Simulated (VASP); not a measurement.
LiSb2:

```
Li Sb
1.0
    -1.98481    1.98481    4.84626
     1.98481   -1.98481    4.84626
     1.98481    1.98481   -4.84626
Li Sb
1 2
Cartesian
  0.0000 0.0000 4.8463
  0.0000 0.0000 1.7676
  0.0000 0.0000 7.9249
```

* Program: VASP 6.6.1
* Task: relaxation of cell and atoms
* Functional: PBE
* Potentials or basis: VASP PAW PBE potentials, release 64 (Li_sv, Sb)
* Cutoff: 600 eV
* k mesh: 16 × 16 × 16
* Occupations: gaussian, width 0.1 eV
* Spin: no spin polarisation

At the start: pressure 0.1 GPa; volume 25.46 Å³/atom.

Problem. How do energy, volume and symmetry change on relaxing?

Solution. Over 15 steps the energy falls by 10.9 meV/atom and the volume is 27.08 Å³/atom (+6.4 %); space group I4/mmm (No. 139, to 0.05 Å).

Step by step:
| step | energy change (eV) | largest force (eV/Å) | pressure (GPa) | volume (Å³) |
| --- | --- | --- | --- | --- |
| 1 | 0.0000 | 0.1189 | 0.14 | 76.37 |
| 2 | -0.0022 | 0.1200 | 0.09 | 76.62 |
| 3 | -0.0079 | 0.1500 | -0.05 | 77.36 |
| 4 | -0.0165 | 0.1899 | -0.33 | 78.85 |
| 5 | -0.0165 | 0.1742 | -0.46 | 79.58 |
| 6 | -0.0170 | 0.1852 | -0.39 | 79.17 |
| 7 | -0.0186 | 0.1674 | -0.30 | 79.19 |
| 8 | -0.0219 | 0.1098 | -0.06 | 79.27 |
| 9 | -0.0223 | 0.0015 | 0.45 | 79.43 |
| 10 | -0.0231 | 0.0474 | 0.21 | 79.36 |
| 11 | -0.0258 | 0.0359 | 0.22 | 79.57 |
| 12 | -0.0310 | 0.0013 | 0.25 | 80.20 |
| 13 | -0.0283 | 0.0996 | 0.40 | 81.43 |
| 14 | -0.0320 | 0.0293 | 0.30 | 80.63 |
| 15 | -0.0326 | 0.0044 | -0.01 | 81.25 |

Final structure:
```
Li Sb
1.0
    -2.04640    2.04640    4.85059
     2.04640   -2.04640    4.85059
     2.04640    2.04640   -4.85059
Li Sb
1 2
Cartesian
  0.0000 0.0000 4.8506
  0.0000 0.0000 1.9117
  0.0000 0.0000 7.7895
```

Caveat: the cutoff is under 1.25 times the usual one of these potentials, so pressure, stress and relaxed cells hold a basis-set (Pulay) error.
